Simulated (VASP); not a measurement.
# Al30Si (a cell with a defect) in VASP: further runs

Runs on Al30Si (a cell with a defect). Level: PBE. Tasks: single point.

Everything below comes from runs of VASP 6.6.1. Logs are shortened: lines on timing, memory, paths and dates and some standing lists are left out, and cuts for length are marked.

### 1 The cell of the first run

The cell holds a defect, 31 atoms: a = 8.100 Å, b = 8.100 Å, c = 8.100 Å, α = 90.00°, β = 90.00°, γ = 90.00°.

### 2 Single point, PBE

File INCAR:

```
  PREC = Accurate
  ENCUT = 520
  EDIFF = 1E-6
  ISMEAR = -1
  SIGMA = 0.15
  LREAL = Auto
  LASPH = True
  NELM = 80
  ALGO = Normal
  ISIF = 2
  LWAVE = False
  LCHARG = False
  GGA = PE
  NBANDS = 68
```

File KPOINTS:

```
Automatic mesh
0
Gamma
  2 2 2
```

File POSCAR:

```
Al30Si
1.0
    8.1000000000      0.0000000000      0.0000000000
    0.0000000000      8.1000000000      0.0000000000
    0.0000000000      0.0000000000      8.1000000000
Si Al
1 30
Direct
    0.2460702746      0.0000000000     -0.2539297254
    0.7503695739      0.2490793925     -0.0016771470
    0.7505367042      0.0000000000      0.2505367042
    0.0022879733      0.0000000000     -0.0022946755
    0.2502404510      0.2457052504     -0.0031104466
    0.4981120770      0.5000000000     -0.0018879230
    0.7503695739      0.7509206075     -0.0016771470
    0.2486865173      0.0000000000      0.2516771327
    0.4983228530      0.2490793925      0.2503695739
    0.7513987241      0.5000000000      0.2513987241
    0.4977053245      0.0000000000      0.5022879733
    0.7518945932      0.2506893560      0.5017539079
    0.7516771327      0.0000000000      0.7486865173
    0.0021240177      0.5000000000     -0.0013778607
    0.2502404510      0.7542947496     -0.0031104466
    0.0017539079      0.2506893560      0.2518945932
    0.2478061175      0.5000000000      0.2519418705
    0.4983228530      0.7509206075      0.2503695739
    0.0029822345      0.0000000000      0.5029822345
    0.2476649239      0.2497443822      0.5028254911
    0.4986221393      0.5000000000      0.5021240177
    0.7518945932      0.7493106440      0.5017539079
    0.4968895534      0.2457052504      0.7502404510
    0.7519418705      0.5000000000      0.7478061175
    0.0017539079      0.7493106440      0.2518945932
    0.0018951813      0.5000000000      0.5018951813
    0.2476649239      0.7502556178      0.5028254911
    0.0028254911      0.2497443822      0.7476649239
    0.2482310167      0.5000000000      0.7482310167
    0.4968895534      0.7542947496      0.7502404510
    0.0028254911      0.7502556178      0.7476649239
```

Potentials or basis: VASP PAW PBE potentials, release 64 (Si, Al).

The run is started by

```console
cat potpaw_PBE.64/Si/POTCAR potpaw_PBE.64/Al/POTCAR > POTCAR
mpirun -np 1 vasp_std > vasp.out
```

OUTCAR:

```text
PREC = Accurate
   ENCUT = 520
   EDIFF = 1E-6
   ISMEAR = -1
   LREAL = Auto
   LASPH = True
   NELM = 80
   ISIF = 2
   GGA = PE

 ion  position               nearest neighbor table
   1  0.246  0.000  0.746-  19 2.78  20 2.82  27 2.82  28 2.82  31 2.82  11 2.84   4 2.84  15 2.84
                             5 2.84  30 2.84  23 2.84
   2  0.750  0.249  0.998-  13 2.86   4 2.87   3 2.87  24 2.87  23 2.87  14 2.88  28 2.88   6 2.88
                            10 2.89   9 2.89  16 2.89
   3  0.751  0.000  0.251-   2 2.87   7 2.87   9 2.87  18 2.87  16 2.87  12 2.87  22 2.87  25 2.87
                            11 2.89   4 2.89  19 2.89
   4  0.002  0.000  0.998-   5 2.83  15 2.83   1 2.84  13 2.86  28 2.86  31 2.86   8 2.87   7 2.87
                             2 2.87   3 2.89  16 2.89  25 2.89
   5  0.250  0.246  0.997-  23 2.83   4 2.83   1 2.84  28 2.84   8 2.87   9 2.87   6 2.88  14 2.88
                            29 2.88  16 2.88  17 2.92
   6  0.498  0.500  0.998-  29 2.86  15 2.88  23 2.88   5 2.88  30 2.88  18 2.88   9 2.88   2 2.88
                             7 2.88  17 2.89  24 2.89  10 2.90
   7  0.750  0.751  0.998-  13 2.86   4 2.87   3 2.87  24 2.87  30 2.87  14 2.88  31 2.88   6 2.88
                            10 2.89  18 2.89  25 2.89
   8  0.249  0.000  0.252-  19 2.85  16 2.85  25 2.85   9 2.86  18 2.86  11 2.86   4 2.87   5 2.87
                            15 2.87  20 2.87  27 2.87
   9  0.498  0.249  0.250-   8 2.86  11 2.87   3 2.87  17 2.87   5 2.87  21 2.88  20 2.88   6 2.88
[... 31 lines left out ...]
  25  0.002  0.749  0.252-  17 2.84  27 2.85   8 2.85  26 2.86  10 2.86  22 2.86  19 2.87   3 2.87
                            14 2.88  15 2.88   4 2.89   7 2.89
  26  0.002  0.500  0.502-  29 2.82  24 2.84  17 2.84  27 2.84  28 2.84  20 2.84  31 2.84  16 2.86
                            22 2.86  12 2.86  25 2.86  10 2.87
  27  0.248  0.750  0.503-  31 2.80   1 2.82  19 2.83  29 2.84  26 2.84  30 2.84  25 2.85  11 2.86
                             8 2.87  17 2.87  21 2.87  18 2.88
  28  0.003  0.250  0.748-  20 2.80   1 2.82  19 2.83  29 2.84  26 2.84   5 2.84  12 2.85   4 2.86
                            13 2.87  24 2.87  14 2.87   2 2.88
  29  0.248  0.500  0.748-  26 2.82  20 2.84  27 2.84  28 2.84  31 2.84  14 2.84  21 2.84   6 2.86
                             5 2.88  15 2.88  30 2.88  23 2.88
  30  0.497  0.754  0.750-  15 2.83  11 2.83   1 2.84  27 2.84  13 2.87   7 2.87   6 2.88  21 2.88
                            29 2.88  22 2.88  24 2.92
  31  0.003  0.750  0.748-  27 2.80   1 2.82  19 2.83  29 2.84  26 2.84  15 2.84  22 2.85   4 2.86
                            13 2.87  24 2.87  14 2.87   7 2.88

  LATTYP: Found a simple cubic cell.
 ALAT       =     8.1000000000

  Lattice vectors:

 A1 = (   8.1000000000,   0.0000000000,   0.0000000000)
 A2 = (   0.0000000000,   8.1000000000,   0.0000000000)
 A3 = (   0.0000000000,   0.0000000000,   8.1000000000)

Analysis of symmetry for initial positions (statically):
=====================================================================
 Subroutine PRICEL returns:
[... 172 lines left out ...]
   POTIM  = 0.5000    time-step for ionic-motion
   TEBEG  =    0.0;   TEEND  =   0.0 temperature during run
   PSTRESS=    0.0 pullay stress
   NELECT =      94.0000    total number of electrons
   NUPDOWN=      -1.0000    fix difference up-down
   EMIN   =  10.00;   EMAX   =-10.00  energy-range for DOS
   EFERMI =   0.00;   METHOD = LEGACY
   ISMEAR =    -1;   SIGMA  =   0.15  broadening in eV -4-tet -1-fermi 0-gaus
   EFERMI_NEDOS =   21; number of points for ismear=-14 and -15
   IALGO  =     38    algorithm
   IMIX   =      4    mixing-type and parameters
     AMIX     =   0.40;   BMIX     =  1.00
     AMIX_MAG =   1.60;   BMIX_MAG =  1.00
  volume/ion in A,a.u.               =      17.14       115.69
  Fermi-wavevector in a.u.,A,eV,Ry     =   0.918965  1.736593 11.490081  0.844497
  Thomas-Fermi vector in A             =   2.044106
   LORBIT       =      0    0 simple, 1 ext, 2 COOP (PROOUT), +10 PAW based schemes
   GGA     = PE    functional components
[... 5 lines left out ...]
 non-spin polarized calculation
  energy-cutoff  :      520.00
  volume of cell :      531.44
 maximum number of plane-waves:     14400
   NGX = 31   NGY = 31   NGZ = 31

 number of electron      93.9999999 magnetization

 Free energy of the ion-electron system (eV)
  ---------------------------------------------------
  ext. energy  EPLUGINS =         0.00000000
  ---------------------------------------------------
  free energy    TOTEN  =      -116.91821955 eV

  energy without entropy =     -115.86680041  energy(sigma->0) =     -116.39250998

 E-fermi :   7.3421     XC(G=0): -10.0398

 val. band max:        7.3377471861   @ k =   0.5000   0.0000   0.0000
 cond. band min:       7.3480814502   @ k =   0.0000   0.5000   0.0000
 fundamental gap:      0.0103342641
 Fermi energy:         7.3421304151

 k-point     1 :       0.0000    0.0000    0.0000
  band No.  band energies     occupation
      1      -3.5010      2.00000
      2      -1.8066      2.00000
      3      -1.2374      2.00000
      4      -1.1941      2.00000
      5      -1.1879      2.00000
      6      -1.1400      2.00000
[... 361 lines left out ...]
     58      10.7038      0.00000
     59      10.7437      0.00000
 [bands above 59 left out]

------------------------ aborting loop because EDIFF is reached ----------------------------------------

  FORCE on cell =-STRESS in cart. coord.  units (eV):
  Direction    XX          YY          ZZ          XY          YZ          ZX
  --------------------------------------------------------------------------------------
  -------------------------------------------------------------------------------------
  Total       -3.7901123     -5.2368868     -3.7901123      0.0000000      0.0000000     -0.0178063
  in kB      -11.4263521    -15.7880578    -11.4263521      0.0000000      0.0000000     -0.0536819
  external PRESSURE =     -12.8802540 kB  Pullay stress =       0.0000000 kB

 VOLUME and BASIS-vectors are now :
 -----------------------------------------------------------------------------
  energy-cutoff  :      520.00
  volume of cell :      531.44
      direct lattice vectors                 reciprocal lattice vectors
     8.100000000  0.000000000  0.000000000     0.123456790  0.000000000  0.000000000
     0.000000000  8.100000000  0.000000000     0.000000000  0.123456790  0.000000000
     0.000000000  0.000000000  8.100000000     0.000000000  0.000000000  0.123456790

 POSITION                                       TOTAL-FORCE (eV/Angst)
 -----------------------------------------------------------------------------------
      1.99317      0.00000      6.04317        -0.015384      0.000000     -0.015384
      6.07799      2.01754      8.08642         0.000523     -0.002564     -0.012843
      6.07935      0.00000      2.02935         0.007874      0.000000      0.007874
      0.01853      0.00000      8.08141        -0.000703      0.000000     -0.001591
      2.02695      1.99021      8.07481         0.004458     -0.012192      0.004352
      4.03471      4.05000      8.08471        -0.005747      0.000000     -0.005747
[... 23 lines left out ...]
      4.02481      6.10979      6.07695         0.004352      0.012192      0.004458
      0.02289      6.07707      6.05609        -0.015294     -0.005102      0.015719
 -----------------------------------------------------------------------------------
    total drift:                                0.012883      0.000000      0.012883

  FREE ENERGIE OF THE ION-ELECTRON SYSTEM (eV)
  ---------------------------------------------------
  free  energy   TOTEN  =      -116.9182195525 eV

  energy  without entropy=     -115.8668004070  energy(sigma->0) =     -116.39250998
```

OSZICAR:

```text
N       E                     dE             d eps       ncg     rms          rms(c)
DAV:   1     0.127081038272E+03    0.12708E+03   -0.32684E+04   816   0.111E+03
DAV:   2    -0.104130465936E+03   -0.23121E+03   -0.21590E+03   956   0.143E+02
DAV:   3    -0.117722440777E+03   -0.13592E+02   -0.12978E+02  1028   0.279E+01
DAV:   4    -0.118026848443E+03   -0.30441E+00   -0.30252E+00  1008   0.470E+00
DAV:   5    -0.118032712854E+03   -0.58644E-02   -0.58605E-02   984   0.750E-01    0.752E+00
DAV:   6    -0.117217748296E+03    0.81496E+00   -0.14602E+00   972   0.300E+00    0.444E+00
DAV:   7    -0.116999274156E+03    0.21847E+00   -0.27782E-01   968   0.151E+00    0.201E+00
DAV:   8    -0.116921453051E+03    0.77821E-01   -0.73887E-02   944   0.754E-01    0.493E-01
DAV:   9    -0.116918639060E+03    0.28140E-02   -0.47987E-03   992   0.195E-01    0.321E-01
DAV:  10    -0.116918246770E+03    0.39229E-03   -0.97788E-04  1008   0.811E-02    0.104E-01
DAV:  11    -0.116918220728E+03    0.26042E-04   -0.14812E-04   992   0.331E-02    0.304E-02
DAV:  12    -0.116918218788E+03    0.19402E-05   -0.26412E-05   984   0.136E-02    0.161E-02
DAV:  13    -0.116918219552E+03   -0.76454E-06   -0.61829E-06   920   0.649E-03
   1 F= -.11691822E+03 E0= -.11639251E+03  d E =-.105142E+01
```

Wall time 12 min (1 thread of AMD EPYC 7R13, shared host); peak memory 0.5 GiB.

What came out:

* Free energy: -116.9182 eV
* Pressure: -1.3 GPa
* Largest force: 0.025 eV/Å
* Band gap on the k mesh: zero (band 47 reaches 7.85 eV, above the bottom of band 48 at 6.93 eV)

Forces on the atoms (eV/Å):
```
Si  -0.015  0.000 -0.015
Al   0.001 -0.003 -0.013
Al   0.008  0.000  0.008
Al  -0.001  0.000 -0.002
Al   0.004 -0.012  0.004
Al  -0.006  0.000 -0.006
Al   0.001  0.003 -0.013
Al  -0.016  0.000  0.000
Al  -0.013 -0.003  0.001
Al  -0.010  0.000 -0.010
Al  -0.002  0.000 -0.001
Al  -0.007 -0.006  0.017
Al   0.000  0.000 -0.016
Al   0.022  0.000  0.012
Al   0.004  0.012  0.004
Al   0.017 -0.006 -0.007
Al  -0.011  0.000 -0.006
Al  -0.013  0.003  0.001
Al  -0.002  0.000 -0.002
Al   0.016  0.005 -0.015
Al   0.012  0.000  0.022
Al  -0.007  0.006  0.017
Al   0.004 -0.012  0.004
Al  -0.006  0.000 -0.011
Al   0.017  0.006 -0.007
Al   0.007  0.000  0.007
Al   0.016 -0.005 -0.015
Al  -0.015  0.005  0.016
Al   0.004  0.000  0.004
Al   0.004  0.012  0.004
Al  -0.015 -0.005  0.016
```

Caveat: the k points lie up to 0.39 Å⁻¹ apart.

### 3 Single point, PBE

File INCAR:

```
PREC     = Accurate       # precision mode
ENCUT    = 520            # plane-wave cutoff, eV
EDIFF    = 1E-6           # SCF threshold, eV
ISMEAR   = -1             # smearing method
SIGMA    = 0.15           # smearing width, eV
LREAL    = Auto         
LASPH    = T              # aspherical terms in the spheres
NELM     = 60             # most SCF steps
ALGO     = Normal         # electronic algorithm
ISIF     = 2              # what is computed and relaxed
LWAVE    = F              # write WAVECAR
LCHARG   = F              # write CHGCAR
GGA      = PE             # functional
NBANDS   = 68             # bands
```

KPOINTS is that of step 2.

File POSCAR:

```
Al30Si
1.0
    8.1000000000      0.0000000000      0.0000000000
    0.0000000000      8.1000000000      0.0000000000
    0.0000000000      0.0000000000      8.1000000000
Si Al
1 30
Direct
    0.2460702469      0.0000000000     -0.2539297531
    0.7503696296      0.2490793827     -0.0016771605
    0.7505366667      0.0000000000      0.2505366667
    0.0022880247      0.0000000000     -0.0022946914
    0.2502404938      0.2457053086     -0.0031104938
    0.4981120988      0.5000000000     -0.0018879012
    0.7503696296      0.7509206173     -0.0016771605
    0.2486865432      0.0000000000      0.2516771605
    0.4983228395      0.2490793827      0.2503696296
    0.7513987654      0.5000000000      0.2513987654
    0.4977053086      0.0000000000      0.5022880247
    0.7518945679      0.2506893827      0.5017539506
    0.7516771605      0.0000000000      0.7486865432
    0.0021240741      0.5000000000     -0.0013779012
    0.2502404938      0.7542946914     -0.0031104938
    0.0017539506      0.2506893827      0.2518945679
    0.2478061728      0.5000000000      0.2519418519
    0.4983228395      0.7509206173      0.2503696296
    0.0029822222      0.0000000000      0.5029822222
    0.2476649383      0.2497443210      0.5028254321
    0.4986220988      0.5000000000      0.5021240741
    0.7518945679      0.7493106173      0.5017539506
    0.4968895062      0.2457053086      0.7502404938
    0.7519418519      0.5000000000      0.7478061728
    0.0017539506      0.7493106173      0.2518945679
    0.0018951852      0.5000000000      0.5018951852
    0.2476649383      0.7502556790      0.5028254321
    0.0028254321      0.2497443210      0.7476649383
    0.2482309877      0.5000000000      0.7482309877
    0.4968895062      0.7542946914      0.7502404938
    0.0028254321      0.7502556790      0.7476649383
```

Potentials or basis: VASP PAW PBE potentials, release 64 (Si, Al).

The run is started by

```console
cat potpaw_PBE.64/Si/POTCAR potpaw_PBE.64/Al/POTCAR > POTCAR
mpirun -np 1 vasp_std > vasp.out
```

It took 12 min on 1 thread of AMD EPYC 7R13, shared host; peak memory 0.49 GiB.

It converged, with:

| Item | Value |
| --- | --- |
| Free energy | -116.9182 eV |
| Pressure | -1.3 GPa |
| Largest force | 0.025 eV/Å |
| Band gap on the k mesh | zero (band 47 reaches 7.85 eV, above the bottom of band 48 at 6.93 eV) |

Forces on the atoms (eV/Å):
```
Si  -0.015  0.000 -0.015
Al   0.001 -0.003 -0.013
Al   0.008  0.000  0.008
Al  -0.001  0.000 -0.002
Al   0.004 -0.012  0.004
Al  -0.006  0.000 -0.006
Al   0.001  0.003 -0.013
Al  -0.016  0.000  0.000
Al  -0.013 -0.003  0.001
Al  -0.010  0.000 -0.010
Al  -0.002  0.000 -0.001
Al  -0.007 -0.006  0.017
Al   0.000  0.000 -0.016
Al   0.022  0.000  0.012
Al   0.004  0.012  0.004
Al   0.017 -0.006 -0.007
Al  -0.011  0.000 -0.006
Al  -0.013  0.003  0.001
Al  -0.002  0.000 -0.002
Al   0.016  0.005 -0.015
Al   0.012  0.000  0.022
Al  -0.007  0.006  0.017
Al   0.004 -0.012  0.004
Al  -0.006  0.000 -0.011
Al   0.017  0.006 -0.007
Al   0.007  0.000  0.007
Al   0.016 -0.005 -0.015
Al  -0.015  0.005  0.016
Al   0.004  0.000  0.004
Al   0.004  0.012  0.004
Al  -0.015 -0.005  0.016
```

Stress tensor (GPa, compression positive):
```
-1.14  0.00 -0.01
 0.00 -1.58  0.00
-0.01  0.00 -1.14
```

Levels at points of the mesh, in eV from the Fermi level:
| k point | band 45 | band 46 | band 47 | band 48 | band 49 | band 50 |
| --- | --- | --- | --- | --- | --- | --- |
| (0.00, 0.00, 0.00) | -0.15 | 0.42 | 0.51 | 0.55 | 0.60 | 0.64 |
| (0.50, 0.00, 0.00) | -0.24 | -0.14 | -0.09 | -0.03 | 0.00 | 0.26 |
| (0.00, 0.50, 0.00) | -0.29 | -0.05 | -0.01 | 0.01 | 0.03 | 0.04 |
| (0.50, 0.50, 0.00) | -0.34 | -0.11 | -0.08 | 0.49 | 1.01 | 1.02 |
| (0.50, 0.00, 0.50) | -0.44 | -0.10 | -0.10 | 0.54 | 1.09 | 1.16 |
| (0.50, 0.50, 0.50) | -0.43 | -0.43 | -0.42 | -0.41 | -0.38 | -0.27 |

Caveat: the k points lie up to 0.39 Å⁻¹ apart.
